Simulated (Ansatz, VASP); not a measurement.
# ZnS in VASP and in Ansatz

```xyz
4
Lattice="3.9444 0.0000 0.0000 -1.9722 3.3004 0.0000 0.0000 0.0000 6.2340" Properties=species:S:1:pos:R:3 pbc="T T T"
Zn    0.0000    2.2003    0.0000
Zn    1.9722    1.1001    3.1170
S     0.0000    2.2003    2.4001
S     1.9722    1.1001    5.5171
```

Change from the starting cell: strain +0.0350 x Voigt [1, 0, 0, 0, 0, 0], atoms carried along.

Alike in both runs: task single point; functional r2SCAN; k mesh 6 × 6 × 4; occupations gaussian, width 0.05 eV; no spin polarisation.

```csv
,VASP,Ansatz
version,VASP 6.6.1,Ansatz 0.2.0
potentials or method,"VASP PAW PBE potentials, release 64 (Zn, S), cutoff 520 eV","scalar-relativistic, plane waves, PAW"
valence electrons in the cell,36,36
```

```tsv
	VASP	Ansatz	Ansatz less VASP
gap on the k mesh at the Fermi level (eV)	2.61	2.61	-0.006
least direct gap on the mesh (eV)	2.61	2.61	-0.006
pressure (GPa)	-2.4	-2.4	-0.04
traceless stress, the component that is largest in VASP (GPa)	-2.04	-2.00	+0.043
rms of the force components (eV/Å)	0.163	0.165	+0.0018
```

VASP's potentials were made for PBE, not for r2SCAN. Atom by atom the forces differ by 0.006 eV/Å (rms over components).
